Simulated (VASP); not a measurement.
# Pt in VASP: further runs

Pt is run at these levels: LDA; tasks: single point.

Program: VASP 6.6.1. These are calculated values, not measurements. Logs are shortened: lines on timing, memory, paths and dates and some standing lists are left out, and cuts for length are marked.

### Step 1. The cell of the first run

The cell holds a slab with vacuum, 5 atoms: a = 2.753 Å, b = 2.753 Å, c = 24.993 Å, α = 90.00°, β = 90.00°, γ = 120.00°.

### Step 2. Single point, LDA

Contents of INCAR:

```
PREC = Accurate
ENCUT = 520
EDIFF = 1E-6
ISMEAR = -1
SIGMA = 0.05
LREAL = F
LASPH = T
NELM = 60
ALGO = Normal
ISIF = 2
LWAVE = F
LCHARG = T
LDIPOL = T
IDIPOL = 3
DIPOL = 0.5 0.5 0.500
GGA = CA
LELF = T
LVHAR = T
LVACPOTAV = T
NBANDS = 33
```

Contents of KPOINTS:

```
Automatic mesh
0
Gamma
  17 17 1
```

Contents of POSCAR:

```
Pt
1.0
    2.7534029158      0.0000000000      0.0000000000
   -1.3767014579      2.3845168720      0.0000000000
    0.0000000000      0.0000000000     24.9926000000
Pt
5
Direct
    0.8333333333      0.1666666667      0.3206051011
    0.1666666667      0.8333333333      0.4110132440
    0.5000000000      0.5000000000      0.5000000003
    0.8333333333      0.1666666667      0.5889867576
    0.1666666667      0.8333333333      0.6793948970
```

Potentials or basis: VASP PAW LDA potentials, release 64 (Pt).

Started as:

```bash
$ cat potpaw_LDA.64/Pt/POTCAR > POTCAR
$ mpirun -np 1 vasp_std > vasp.out
```

OUTCAR:

```text
PREC = Accurate
   ENCUT = 520
   EDIFF = 1E-6
   ISMEAR = -1
   LREAL = F
   LASPH = T
   NELM = 60
   ISIF = 2
   GGA = CA

 ion  position               nearest neighbor table
   1  0.833  0.167  0.321-   2 2.76   2 2.76   2 2.76
   2  0.167  0.833  0.411-   3 2.73   3 2.73   3 2.73   1 2.76   1 2.76   1 2.76
   3  0.500  0.500  0.500-   2 2.73   2 2.73   2 2.73   4 2.73   4 2.73   4 2.73
   4  0.833  0.167  0.589-   3 2.73   3 2.73   3 2.73   5 2.76   5 2.76   5 2.76
   5  0.167  0.833  0.679-   4 2.76   4 2.76   4 2.76

  LATTYP: Found a hexagonal cell.
 ALAT       =     2.7534029158
 C/A-ratio  =     9.0769861020

  Lattice vectors:

 A1 = (   2.7534029158,   0.0000000000,   0.0000000000)
 A2 = (  -1.3767014579,   2.3845168720,   0.0000000000)
 A3 = (   0.0000000000,   0.0000000000,  24.9926000000)

Analysis of symmetry for initial positions (statically):
=====================================================================
 Subroutine PRICEL returns:
 Original cell was already a primitive cell.

 Routine SETGRP: Setting up the symmetry group for a
 hexagonal supercell.

 Subroutine GETGRP returns: Found 12 space group operations
 (whereof  4 operations were pure point group operations)
 out of a pool of 24 trial point group operations.

The static configuration has the point symmetry C_2h.
 The point group associated with its full space group is D_3d.

Analysis of symmetry for dynamics (positions and initial velocities):
=====================================================================
 Subroutine PRICEL returns:
 Original cell was already a primitive cell.

 Routine SETGRP: Setting up the symmetry group for a
 hexagonal supercell.

 Subroutine GETGRP returns: Found 12 space group operations
 (whereof  4 operations were pure point group operations)
 out of a pool of 24 trial point group operations.

The dynamic configuration has the point symmetry C_2h.
 The point group associated with its full space group is D_3d.

 Subroutine INISYM returns: Found 12 space group operations
 (whereof  4 operations are pure point group operations),
 and found     1 'primitive' translations

----------------------------------------------------------------------------------------

                                     Primitive cell

  volume of cell :     164.0898

  direct lattice vectors                    reciprocal lattice vectors
     2.753402916  0.000000000  0.000000000     0.363186947  0.209686082  0.000000000
    -1.376701458  2.384516872  0.000000000     0.000000000  0.419372164  0.000000000
     0.000000000  0.000000000 24.992600000     0.000000000  0.000000000  0.040011844

  length of vectors
     2.753402916  2.753402916 24.992600000     0.419372164  0.419372164  0.040011844

  position of ions in fractional coordinates (direct lattice)
     0.833333333  0.166666667  0.320605101
     0.166666667  0.833333333  0.411013244
     0.500000000  0.500000000  0.500000000
     0.833333333  0.166666667  0.588986758
     0.166666667  0.833333333  0.679394897

  ion indices of the primitive-cell ions
   primitive index   ion index
                 1           1
                 2           2
                 3           3
                 4           4
                 5           5

----------------------------------------------------------------------------------------

 KPOINTS: Automatic mesh

Automatic generation of k-mesh.
 Grid dimensions read from file:
 generate k-points for:   17   17    1

 Generating k-lattice:

  Cartesian coordinates                     Fractional coordinates (reciprocal lattice)
     0.021363938  0.012334475  0.000000000     0.058823529  0.000000000  0.000000000
     0.000000000  0.024668951  0.000000000     0.000000000  0.058823529  0.000000000
     0.000000000  0.000000000  0.040011844     0.000000000  0.000000000  1.000000000

  Length of vectors
     0.024668951  0.024668951  0.040011844

  Shift w.r.t. Gamma in fractional coordinates (k-lattice)
     0.000000000  0.000000000  0.000000000

 Subroutine IBZKPT returns following result:
 ===========================================

 Found     33 irreducible k-points:

 Following reciprocal coordinates:
            Coordinates               Weight
  0.000000  0.000000  0.000000      1.000000
  0.058824  0.000000  0.000000      6.000000
  0.117647  0.000000  0.000000      6.000000
  0.176471  0.000000  0.000000      6.000000
  0.235294  0.000000  0.000000      6.000000
  0.294118  0.000000  0.000000      6.000000
[... 16 lines left out ...]
  0.411765  0.117647  0.000000     12.000000
  0.176471  0.176471  0.000000      6.000000
 [... further k-points ...]
   k-points           NKPTS =     33   k-points in BZ     NKDIM =     33   number of bands    NBANDS=     33
   number of dos      NEDOS =    301   number of ions     NIONS =      5
   total plane-waves  NPLWV =  76800
   dimension x,y,z NGX =    20 NGY =   20 NGZ =  192
   dimension x,y,z NGXF=    40 NGYF=   40 NGZF=  384
   ions per type =               5
   NGX,Y,Z   is equivalent  to a cutoff of  12.08, 12.08, 12.77 a.u.
   NGXF,Y,Z  is equivalent  to a cutoff of  24.15, 24.15, 25.54 a.u.
 SYSTEM =  unknown system
   PREC   = accura    normal or accurate (medium, high low for compatibility)
   ISTART =      0    job   : 0-new  1-cont  2-samecut
   ICHARG =      2    charge: 1-file 2-atom 10-const
   ISPIN  =      1    spin polarized calculation?
   LNONCOLLINEAR =      F non collinear calculations
   LSORBIT =      F    spin-orbit coupling
   LASPH  =      T    aspherical Exc in radial PAW
   ENCUT  =  520.0 eV  38.22 Ry    6.18 a.u.   5.12  5.12 46.47*2*pi/ulx,y,z
   NELM   =     60;   NELMIN=  2; NELMDL= -5     # of ELM steps
   EDIFF  = 0.1E-05   stopping-criterion for ELM
   LREAL  =      F    real-space projection
   EDIFFG = 0.1E-04   stopping-criterion for IOM
   NSW    =      0    number of steps for IOM
   IBRION =     -1    ionic relax: 0-MD 1-quasi-New 2-CG
   NFREE  =      0    steps in history (QN), initial steepest desc. (CG)
   ISIF   =      2    stress and relaxation
   ISYM   =      2    0-nonsym 1-usesym 2-fastsym
   POTIM  = 0.5000    time-step for ionic-motion
   TEBEG  =    0.0;   TEEND  =   0.0 temperature during run
   PSTRESS=    0.0 pullay stress
   NELECT =      50.0000    total number of electrons
   NUPDOWN=      -1.0000    fix difference up-down
   EMIN   =  10.00;   EMAX   =-10.00  energy-range for DOS
   EFERMI =   0.00;   METHOD = LEGACY
   ISMEAR =    -1;   SIGMA  =   0.05  broadening in eV -4-tet -1-fermi 0-gaus
   EFERMI_NEDOS =   21; number of points for ismear=-14 and -15
   IALGO  =     38    algorithm
   IMIX   =      4    mixing-type and parameters
     AMIX     =   0.40;   BMIX     =  1.00
     AMIX_MAG =   1.60;   BMIX_MAG =  1.00
  volume/ion in A,a.u.               =      32.82       221.47
  Fermi-wavevector in a.u.,A,eV,Ry     =   1.101635  2.081788 16.512019  1.213599
  Thomas-Fermi vector in A             =   2.238065
   LORBIT       =      0    0 simple, 1 ext, 2 COOP (PROOUT), +10 PAW based schemes
   GGA     = CA    functional components
   LHFCALC =     F    Hartree Fock is set to
   AEXX    =    0.0000 exact exchange contribution
   IVDW    =     0    specifies the selected vdW correction
   LEPSILON=     F    determine dielectric tensor
   LRPA    =     F    only Hartree local field effects (RPA)
 non-spin polarized calculation
  energy-cutoff  :      520.00
  volume of cell :      164.09
 maximum number of plane-waves:      4449
   NGX = 11   NGY = 11   NGZ = 93

 dipolmoment           0.000000      0.000000      0.000000 electrons x Angstroem

 number of electron      49.9999998 magnetization

 dipolmoment           0.000000      0.000000     -0.000000 electrons x Angstroem

 Free energy of the ion-electron system (eV)
  ---------------------------------------------------
  ext. energy  EPLUGINS =         0.00000000
  ---------------------------------------------------
  free energy    TOTEN  =       -35.93362171 eV

  energy without entropy =      -35.84981945  energy(sigma->0) =      -35.89172058

 E-fermi :   1.8306     XC(G=0):  -6.9877

 val. band max:        1.8278711452   @ k =   0.2941   0.1765   0.0000
 cond. band min:       1.8420974668   @ k =   0.4118   0.0588   0.0000
 fundamental gap:      0.0142263216
 Fermi energy:         1.8305879242

 k-point     1 :       0.0000    0.0000    0.0000
  band No.  band energies     occupation
      1      -8.3359      2.00000
      2      -7.2449      2.00000
      3      -6.1758      2.00000
      4      -5.5563      2.00000
      5      -5.4755      2.00000
      6      -2.2863      2.00000
[... 25 lines left out ...]
     32       7.4974      0.00000
     33       7.8218      0.00000

 k-point     2 :       0.0588    0.0000    0.0000
  band No.  band energies     occupation
      1      -8.2108      2.00000
      2      -7.1229      2.00000
      3      -6.0521      2.00000
      4      -5.4386      2.00000
      5      -5.3513      2.00000
      6      -2.4009      2.00000
[... 25 lines left out ...]
     32       7.5765      0.00000
     33       7.9164      0.00000

 k-point     3 :       0.1176    0.0000    0.0000
  band No.  band energies     occupation
      1      -7.8475      2.00000
      2      -6.7741      2.00000
      3      -5.7024      2.00000
      4      -5.1083      2.00000
      5      -5.0015      2.00000
      6      -2.7427      2.00000
[... 25 lines left out ...]
     32       7.8042      0.00000
     33       8.2001      0.00000

 k-point     4 :       0.1765    0.0000    0.0000
  band No.  band energies     occupation
      1      -7.2867      2.00000
      2      -6.2586      2.00000
      3      -5.2156      2.00000
      4      -4.6606      2.00000
      5      -4.5088      2.00000
      6      -3.1688      2.00000
[... 25 lines left out ...]
     32       8.1508      0.00000
     33       8.6701      0.00000

 k-point     5 :       0.2353    0.0000    0.0000
  band No.  band energies     occupation
      1      -6.6141      2.00000
      2      -5.7057      2.00000
      3      -4.8237      2.00000
      4      -4.3318      2.00000
      5      -4.0481      2.00000
      6      -3.6036      2.00000
[... 604 lines left out ...]
 k-point    22 :       0.3529    0.1176    0.0000
  band No.  band energies     occupation
      1      -5.1871      2.00000
      2      -4.9443      2.00000
      3      -4.5464      2.00000
      4      -4.4457      2.00000
      5      -4.0916      2.00000
      6      -3.8210      2.00000
[... 25 lines left out ...]
     32       8.8117      0.00000
     33       9.6374      0.00000

 k-point    23 :       0.4118    0.1176    0.0000
  band No.  band energies     occupation
      1      -5.1834      2.00000
      2      -5.0379      2.00000
      3      -4.6409      2.00000
      4      -4.4586      2.00000
      5      -4.1604      2.00000
      6      -3.8254      2.00000
[... 25 lines left out ...]
     32       8.1709      0.00000
     33       8.6064      0.00000

 k-point    24 :       0.1765    0.1765    0.0000
  band No.  band energies     occupation
      1      -5.6401      2.00000
      2      -4.9844      2.00000
      3      -4.2221      2.00000
      4      -3.8247      2.00000
      5      -3.7165      2.00000
      6      -3.4861      2.00000
[... 25 lines left out ...]
     32       9.2910      0.00000
     33      10.3822      0.00000

 [... further k-points ...]

------------------------ aborting loop because EDIFF is reached ----------------------------------------

  FORCE on cell =-STRESS in cart. coord.  units (eV):
  Direction    XX          YY          ZZ          XY          YZ          ZX
  --------------------------------------------------------------------------------------
  -------------------------------------------------------------------------------------
  Total       -4.1799858     -4.1799858      0.2606791     -0.0000000     -0.0000000      0.0000000
  in kB      -40.8134946    -40.8134946      2.5452779     -0.0000000     -0.0000000      0.0000000
  external PRESSURE =     -26.3605704 kB  Pullay stress =       0.0000000 kB

 VOLUME and BASIS-vectors are now :
 -----------------------------------------------------------------------------
  energy-cutoff  :      520.00
  volume of cell :      164.09
      direct lattice vectors                 reciprocal lattice vectors
     2.753402916  0.000000000  0.000000000     0.363186947  0.209686082  0.000000000
    -1.376701458  2.384516872  0.000000000     0.000000000  0.419372164  0.000000000
     0.000000000  0.000000000 24.992600000     0.000000000  0.000000000  0.040011844

 POSITION                                       TOTAL-FORCE (eV/Angst)
 -----------------------------------------------------------------------------------
      2.06505      0.39742      8.01276        -0.000000     -0.000000     -0.027788
     -0.68835      1.98710     10.27229        -0.000000     -0.000000     -0.015724
      0.68835      1.19226     12.49630        -0.000000      0.000000      0.000000
      2.06505      0.39742     14.72031         0.000000      0.000000      0.015724
     -0.68835      1.98710     16.97984        -0.000000     -0.000000      0.027788
 -----------------------------------------------------------------------------------
    total drift:                               -0.000000      0.000000     -0.000001

  FREE ENERGIE OF THE ION-ELECTRON SYSTEM (eV)
  ---------------------------------------------------
  free  energy   TOTEN  =       -35.9336217140 eV

  energy  without entropy=      -35.8498194528  energy(sigma->0) =      -35.89172058

 vacuum level on the upper side and lower side of the slab         7.879         7.879
```

It took 10 min on 1 thread of AMD EPYC 7R13, shared host; peak memory 0.27 GiB.

What came out:

| Item | Value |
| --- | --- |
| Free energy | -35.9336 eV |
| Largest force | 0.028 eV/Å |
| Band gap on the k mesh | zero (band 25 reaches 2.41 eV, above the bottom of band 26 at 0.82 eV) |

Forces in eV/Å, atoms in the order of the input:
```
Pt   0.000  0.000 -0.028
Pt   0.000  0.000 -0.016
Pt   0.000  0.000  0.000
Pt   0.000  0.000  0.016
Pt   0.000  0.000  0.028
```

Levels at points of the mesh, in eV from the Fermi level:
```csv
k point,band 22,band 23,band 24,band 25,band 26,band 27,band 28,band 29
"(0.00, 0.00, 0.00)",-1.54,-1.54,-1.01,-1.01,-0.34,-0.34,-0.27,0.02
```

Caveat: spin-orbit coupling is left out, which moves the levels of the heavy elements.

### Step 3. Single point, LDA

Contents of INCAR:

```
SYSTEM = Pt
ALGO = Normal
EDIFF = 1E-6
ENCUT = 520
ISIF = 2
ISMEAR = -1
LASPH = .TRUE.
LCHARG = .FALSE.
LREAL = .FALSE.
LWAVE = .FALSE.
NBANDS = 33
NELM = 80
PREC = Accurate
SIGMA = 0.05
```

Contents of KPOINTS:

```
k-points
0
G
  17 17 1
  0 0 0
```

POSCAR is that of step 2.

Potentials or basis: VASP PAW LDA potentials, release 64 (Pt).

Started as:

```bash
$ cat potpaw_LDA.64/Pt/POTCAR > POTCAR
$ mpirun -np 1 vasp_std > vasp.out
```

It took 8.3 min on 1 thread of AMD EPYC 7R13, shared host; peak memory 0.27 GiB.

Results (log left out):

```
Free energy            : -35.9336 eV
Largest force          : 0.028 eV/Å
Band gap on the k mesh : zero (band 25 reaches 2.41 eV, above the bottom of band 26 at 0.82 eV)
```

Forces on the atoms (eV/Å):
```
Pt   0.000  0.000 -0.028
Pt   0.000  0.000 -0.016
Pt   0.000  0.000  0.000
Pt   0.000  0.000  0.016
Pt   0.000  0.000  0.028
```

Levels at points of the mesh, in eV from the Fermi level:
```tsv
k point	band 22	band 23	band 24	band 25	band 26	band 27	band 28	band 29
(0.00, 0.00, 0.00)	-1.54	-1.54	-1.01	-1.01	-0.34	-0.34	-0.27	0.02
```

Caveat: spin-orbit coupling is left out, which moves the levels of the heavy elements.

[end of part 1 of 2]
